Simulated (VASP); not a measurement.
A run of VASP 6.6.1 is set up as follows.

INCAR

```
PREC = Accurate
ENCUT = 520
EDIFF = 1E-6
ISMEAR = 0
SIGMA = 0.1
LREAL = False
LASPH = True
NELM = 100
ALGO = Normal
ISIF = 2
LWAVE = False
LCHARG = True
GGA = PE
LELF = True
LVHAR = True
NBANDS = 40
```

File KPOINTS:

```
regular mesh
0
Gamma
  6 6 2
```

File POSCAR:

```
ZnInO
1.0
    3.1738839500      0.0000000000      0.0000000000
    0.0000000000      3.1738839500      0.0000000000
    0.0000000000      0.0000000000      8.0351492100
Zn In O
2 2 2
Direct
    0.0000000000      0.5000000000      0.3350000100
    0.5000000000      0.0000000000      0.6649999900
    0.0000000000      0.5000000000      0.8999999800
    0.5000000000      0.0000000000      0.1000000200
    0.0000000000      0.5000000000      0.6169999800
    0.5000000000      0.0000000000      0.3830000200
```

Potentials or basis: VASP PAW PBE potentials, release 64 (Zn, In_d, O).

Run with:

```console
$ cat potpaw_PBE.64/Zn/POTCAR potpaw_PBE.64/In_d/POTCAR potpaw_PBE.64/O/POTCAR > POTCAR
$ mpirun -np 1 vasp_std > vasp.out
```

What does it give for the largest force?

2.583 eV/Å.

What does it give for the band gap on the k mesh?

Zero (band 31 reaches 8.36 eV, above the bottom of band 32 at 5.63 eV).

Estimate the pressure.

15.6 GPa.

Stress tensor (GPa, compression positive):
```
13.08  0.00  0.00
 0.00 13.08  0.00
 0.00  0.00 20.49
```

Caveat: the k points lie up to 0.39 Å⁻¹ apart; spin-orbit coupling is left out, which moves the levels of the heavy elements; forces of over 1 eV/Å act on the atoms, so gaps and moduli don't describe the material at rest.
